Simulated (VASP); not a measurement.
The system is V.

```
V
1.0
    -1.51435    1.51435    1.51435
     1.51435   -1.51435    1.51435
     1.51435    1.51435   -1.51435
V
1
Direct
  0.00000 0.00000 0.00000
```

| Item | Value |
| --- | --- |
| Program | VASP 6.6.1 |
| Task | relaxation of cell and atoms |
| Functional | BLYP |
| Dispersion | D4 |
| Potentials or basis | VASP PAW PBE potentials, release 64 (V_sv) |
| Cutoff | 600 eV |
| k mesh | 12 × 12 × 12 |
| Occupations | fermi-dirac, width 0.05 eV |
| Spin | collinear spin, ferromagnetic start |
| Starting moments | [2.0] μB |

At the start: pressure -7.5 GPa; volume 13.89 Å³/atom.

**Question.** How do energy, volume and symmetry change on relaxing?

**Answer.** Over 3 steps the energy falls by 15.2 meV/atom and the volume is 13.27 Å³/atom (-4.5 %); space group Im-3m (No. 229, to 0.05 Å); moment 0.00 μB per cell.

The path:
| step | energy change (eV) | largest force (eV/Å) | pressure (GPa) | volume (Å³) |
| --- | --- | --- | --- | --- |
| 1 | 0.0000 | 0.0000 | -7.54 | 13.89 |
| 2 | 0.0039 | 0.0000 | 9.92 | 12.62 |
| 3 | -0.0152 | 0.0000 | -0.12 | 13.27 |

Final structure:
```
CELL_PARAMETERS angstrom
-1.49149 1.49149 1.49149
1.49149 -1.49149 1.49149
1.49149 1.49149 -1.49149
ATOMIC_POSITIONS crystal
V 0.00000 0.00000 0.00000
```

Caveat: the PAW data sets were made with another functional, which shifts forces and pressure a little; pairwise dispersion overbinds metals, which lowers pressure and volume.
